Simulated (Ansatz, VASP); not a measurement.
## Au: VASP beside Ansatz

Contents of POSCAR:

```
Au
1.0
    2.9625498877      0.0000000000      0.0000000000
   -1.4812749439      2.5656434627      0.0000000000
    0.0000000000      0.0000000000      4.8647156952
Au
2
Direct
    0.3333333333      0.6666666667      0.7500000000
    0.6666666667      0.3333333333      0.2500000000
```

Contents of INCAR.step1:

```
SYSTEM = Au
ALGO = Normal
EDIFF = 1E-4
ENCUT = 520
GGA = PE
ISMEAR = 0
LASPH = .True.
LCHARG = .False.
LREAL = .False.
LWAVE = .True.
NBANDS = 18
NELM = 100
PREC = Accurate
SIGMA = 0.15
```

File INCAR.step2:

```
SYSTEM = Au
ALGO = Normal
EDIFF = 1E-7
ENCUT = 520
ISIF = 2
ISMEAR = 0
ISTART = 1
LASPH = .True.
LCHARG = .True.
LELF = .True.
LMIXTAU = .True.
LREAL = .False.
LVHAR = .True.
LWAVE = .False.
METAGGA = R2SCAN
NBANDS = 18
NELM = 100
PREC = Accurate
SIGMA = 0.15
```

Contents of KPOINTS:

```
k-points
0
Gamma
  24 24 12
  0 0 0
```

Input for Ansatz:

```yaml
crystal:
  lattice:
    - [2.9625498877, 0.0, 0.0]
    - [-1.4812749439, 2.5656434627, 0.0]
    - [0.0, 0.0, 4.8647156952]
  atoms:
    - { symbol: Au, position: [0.3333333333, 0.6666666667, 0.75] }
    - { symbol: Au, position: [0.6666666667, 0.3333333333, 0.25] }
basis:
  ecutwfc: 500
kpoints:
  mp_grid: { grid: [24, 24, 12] }
hamiltonian:
  xc: r2scan
scf:
  occupations: { method: gaussian, width: 0.15 }
output:
  forces: true
  stress: true
  eigenvalues: true
```

Change from the starting cell: strain +0.025 along x and y, +0.000 along z, atoms carried along.

Alike in both runs: task single point; functional r2SCAN; k mesh 24 × 24 × 12; occupations gaussian, width 0.15 eV; no spin polarisation.

|  | VASP | Ansatz |
| --- | --- | --- |
| version | VASP 6.6.1 | Ansatz 0.2.0 |
| potentials or method | VASP PAW PBE potentials, release 64 (Au), cutoff 520 eV | scalar-relativistic, plane waves, PAW |
| valence electrons in the cell | 22 | 38 |

```csv
,VASP,Ansatz,Ansatz less VASP
gap on the k mesh at the Fermi level (eV),none,none,-
pressure (GPa),-6.4,-6.6,-0.16
"traceless stress, the component that is largest in VASP (GPa)",0.89,0.89,0.000
```

VASP's potentials were made for PBE, not for r2SCAN. A gap of «none» marks a metal or a gap that the smearing closes. The functional is the same, so the differences come from potentials, cutoffs and numerics. VASP's potentials hold 22 valence electrons a cell and Ansatz's 38, so a difference there can come from the potentials and not from the codes.

Spin-orbit coupling is off throughout.
